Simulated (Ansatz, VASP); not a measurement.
# Two plane-wave programs on SnO2

Contents of INCAR:

```
SYSTEM = SnO2
PREC = Accurate
ENCUT = 520
EDIFF = 1E-7
ISMEAR = 0
SIGMA = 0.05
LREAL = .False.
LASPH = .True.
NELM = 60
ALGO = Normal
ISIF = 2
LWAVE = .False.
LCHARG = .False.
GGA = PE
IVDW = 12
NBANDS = 64
```

KPOINTS

```
regular mesh
0
Gamma
  6 6 6
  0 0 0
```

The input POSCAR:

```
SnO2
1.0
    3.2373377712      1.8690778337      4.2908446647
   -3.2373377712      1.8690778337      4.2908446647
    0.0000000000     -3.7381556673      4.2908446647
Sn O
4 8
Direct
    0.8671890795      0.8635738471      0.8635738472
    0.3671855039      0.3635972919      0.8635831346
    0.3671855039      0.8635831344      0.3635972921
    0.8671923893      0.3635925095      0.3635925097
    0.1184501009      0.6225582060      0.6225581999
    0.6183958967      0.1225630191      0.6225469840
    0.6183958967      0.6225469901      0.1225630130
    0.5933722004      0.6159199166      0.6159199214
    0.1184340869      0.1225632887      0.1225632826
    0.0933221986      0.1159367396      0.6159216299
    0.0933221986      0.6159216250      0.1159367445
    0.5933461257      0.1159168436      0.1159168485
```

Input for Ansatz:

```yaml
crystal:
  lattice:
    - [3.2373377712, 1.8690778337, 4.2908446647]
    - [-3.2373377712, 1.8690778337, 4.2908446647]
    - [0.0, -3.7381556673, 4.2908446647]
  atoms:
    - { symbol: Sn, position: [0.8671890795, 0.8635738471, 0.8635738472] }
    - { symbol: Sn, position: [0.3671855039, 0.3635972919, 0.8635831346] }
    - { symbol: Sn, position: [0.3671855039, 0.8635831344, 0.3635972921] }
    - { symbol: Sn, position: [0.8671923893, 0.3635925095, 0.3635925097] }
    - { symbol: O, position: [0.1184501009, 0.622558206, 0.6225581999] }
    - { symbol: O, position: [0.6183958967, 0.1225630191, 0.622546984] }
    - { symbol: O, position: [0.6183958967, 0.6225469901, 0.122563013] }
    - { symbol: O, position: [0.5933722004, 0.6159199166, 0.6159199214] }
    - { symbol: O, position: [0.1184340869, 0.1225632887, 0.1225632826] }
    - { symbol: O, position: [0.0933221986, 0.1159367396, 0.6159216299] }
    - { symbol: O, position: [0.0933221986, 0.615921625, 0.1159367445] }
    - { symbol: O, position: [0.5933461257, 0.1159168436, 0.1159168485] }
basis:
  ecutwfc: 520.0
kpoints:
  mp_grid: { grid: [6, 6, 6] }
hamiltonian:
  xc: pbe
  pseudopotentials: { kind: paw, azcp: { folder: soft_1 } }
  dispersion: d3bj
scf:
  occupations: { method: gaussian, width: 0.05 }
output:
  forces: true
  stress: true
  eigenvalues: true
```

Change from the starting cell: mode 20 frozen in at -0.050 Å and mode 26 at +0.035 Å (largest displacements).

Alike in both runs: task single point; functional PBE; dispersion D3(BJ); k mesh 6 × 6 × 6; occupations gaussian, width 0.05 eV; no spin polarisation.

|  | VASP | Ansatz |
| --- | --- | --- |
| version | VASP 6.6.1 | Ansatz 0.2.0 |
| potentials or method | VASP PAW PBE potentials, release 64 (Sn_d, O), cutoff 520 eV | scalar-relativistic, plane waves, PAW |
| valence electrons in the cell | 104 | 104 |

```csv
,VASP,Ansatz,Ansatz less VASP
gap on the k mesh at the Fermi level (eV),1.54,1.56,+0.020
least direct gap on the mesh (eV),1.54,1.56,+0.020
pressure (GPa),1.3,0.6,-0.68
"traceless stress, the component that is largest in VASP (GPa)",2.23,2.19,-0.034
rms of the force components (eV/Å),0.376,0.364,-0.0128
```

Atom by atom the forces differ by 0.029 eV/Å (rms over components).
